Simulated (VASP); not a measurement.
A run of VASP 6.6.1:

File POSCAR:

```
BN
1.0
    0.0000000000      1.8353260892      1.7917417124
    1.8353260892      0.0000000000      1.7917417124
    1.8353260892      1.8353260892      0.0000000000
B N
1 1
Direct
    0.0000000000      0.0000000000      0.0000000000
    0.2500000000      0.2500000000      0.2500000000
```

INCAR.step1

```
SYSTEM = BN
PREC = Accurate
ENCUT = 520
EDIFF = 1E-5
ISMEAR = 0
SIGMA = 0.01
LREAL = .FALSE.
LASPH = .TRUE.
NELM = 60
ALGO = Normal
ISIF = 2
LWAVE = .TRUE.
LCHARG = .FALSE.
GGA = PE
NBANDS = 11
```

File INCAR.step2:

```
SYSTEM = BN
PREC = Accurate
ENCUT = 520
EDIFF = 1E-7
ISMEAR = 0
SIGMA = 0.01
LREAL = .FALSE.
LASPH = .TRUE.
NELM = 60
ALGO = Normal
ISIF = 2
LWAVE = .FALSE.
LCHARG = .FALSE.
GGA = PE
LHFCALC = .TRUE.
HFSCREEN = 0.2079
PRECFOCK = Normal
ISTART = 1
NBANDS = 11
```

The input KPOINTS:

```
Automatic mesh
0
G
  8 8 8
  0 0 0
```

Potentials or basis: VASP PAW PBE potentials, release 64 (B, N).

The run is started by

```console
$ cat potpaw_PBE.64/B/POTCAR potpaw_PBE.64/N/POTCAR > POTCAR
$ cp INCAR.step1 INCAR
$ mpirun -np 1 vasp_std > vasp.out
$ cp INCAR.step2 INCAR
$ mpirun -np 1 vasp_std > vasp.out
```

Hardware: 1 thread of Intel Xeon 8259CL, on a shared host.

Q: How long does it take, and how much memory?

A: Run time: 45 min on 1 thread of Intel Xeon 8259CL, on a shared host, peak memory 0.24 GiB. Counts: k points 59.
